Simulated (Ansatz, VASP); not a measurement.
# K in VASP and in Ansatz

The input INCAR:

```
PREC     = Accurate       # precision mode
ENCUT    = 520            # plane-wave cutoff, eV
EDIFF    = 1E-6           # SCF threshold, eV
ISMEAR   = 1              # smearing method
SIGMA    = 0.046          # smearing width, eV
LREAL    = F              # projectors in reciprocal space
LASPH    = T              # aspherical terms in the spheres
NELM     = 100            # most SCF steps
ALGO     = Normal         # electronic algorithm
ISIF     = 2              # what is computed and relaxed
LWAVE    = F              # write WAVECAR
LCHARG   = F              # write CHGCAR
GGA      = PS             # functional
NBANDS   = 16             # bands
```

KPOINTS

```
Automatic mesh
0
Gamma
  6 6 6
```

Contents of POSCAR:

```
K
1.0
   -2.2081090471      2.2081090471      8.0458679461
    2.2081090471     -2.2081090471      8.0458679461
    2.2081090471      2.2081090471     -8.0458679461
K
2
Direct
    0.2500000000      0.7500000000      0.5000000000
    0.5000000000      0.5000000000      0.0000000000
```

Input for Ansatz:

```yaml
crystal:
  lattice:
    - [-2.2081090471, 2.2081090471, 8.0458679461]
    - [2.2081090471, -2.2081090471, 8.0458679461]
    - [2.2081090471, 2.2081090471, -8.0458679461]
  atoms:
    - { symbol: K, position: [0.25, 0.75, 0.5] }
    - { symbol: K, position: [0.5, 0.5, 0.0] }
basis:
  ecutwfc: 420
kpoints:
  mp_grid: { grid: [6, 6, 6] }
hamiltonian:
  xc: pbesol
scf:
  occupations: { method: cold, width: 0.046 }
  max_iter: 300
output:
  forces: true
  stress: true
  eigenvalues: true
```

Alike in both runs: task single point; functional PBEsol; k mesh 6 × 6 × 6; no spin polarisation.

|  | VASP | Ansatz |
| --- | --- | --- |
| version | VASP 6.6.1 | Ansatz 0.2.0 |
| potentials or method | VASP PAW PBE potentials, release 64 (K_sv), cutoff 520 eV | scalar-relativistic, plane waves, PAW |
| occupations | methfessel-paxton of order 1, width 0.046 eV | cold, width 0.046 eV |
| valence electrons in the cell | 18 | 18 |

|  | VASP | Ansatz | Ansatz less VASP |
| --- | --- | --- | --- |
| gap on the k mesh at the Fermi level (eV) | none | none | - |
| pressure (GPa) | -0.2 | -0.2 | +0.01 |
| traceless stress, the component that is largest in VASP (GPa) | -0.05 | -0.04 | +0.014 |

VASP's potentials were made for PBE, not for PBEsol. A gap of «none» marks a metal or a gap that the smearing closes.
